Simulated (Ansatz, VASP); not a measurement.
## One calculation of ZnS, two programs

```
Zn S
1.0
     3.81100    0.00000    0.00000
    -1.90550    3.30042    0.00000
     0.00000    0.00000    6.23400
Zn S
2 2
Cartesian
  0.0000 2.2003 0.0000
  1.9055 1.1001 3.1170
  0.0866 2.2869 2.4867
  1.9921 1.1867 5.6037
```

Change from the starting cell: all S atoms moved +0.150 Å, as atom 3 along Cartesian [1 1 1].

Alike in both runs: task single point; functional r2SCAN; k mesh 6 × 6 × 4; occupations gaussian, width 0.05 eV; no spin polarisation.

|  | VASP | Ansatz |
| --- | --- | --- |
| version | VASP 6.6.1 | Ansatz 0.2.0 |
| potentials or method | VASP PAW PBE potentials, release 64 (Zn, S), cutoff 520 eV | scalar-relativistic, plane waves, PAW |
| valence electrons in the cell | 36 | 36 |

```csv
,VASP,Ansatz,Ansatz less VASP
gap on the k mesh at the Fermi level (eV),2.81,2.81,-0.009
least direct gap on the mesh (eV),2.81,2.81,-0.009
pressure (GPa),1.4,1.4,-0.05
"traceless stress, the component that is largest in VASP (GPa)",-3.29,-3.25,+0.040
rms of the force components (eV/Å),0.717,0.711,-0.0054
```

VASP's potentials were made for PBE, not for r2SCAN. Atom by atom the forces differ by 0.006 eV/Å (rms over components).
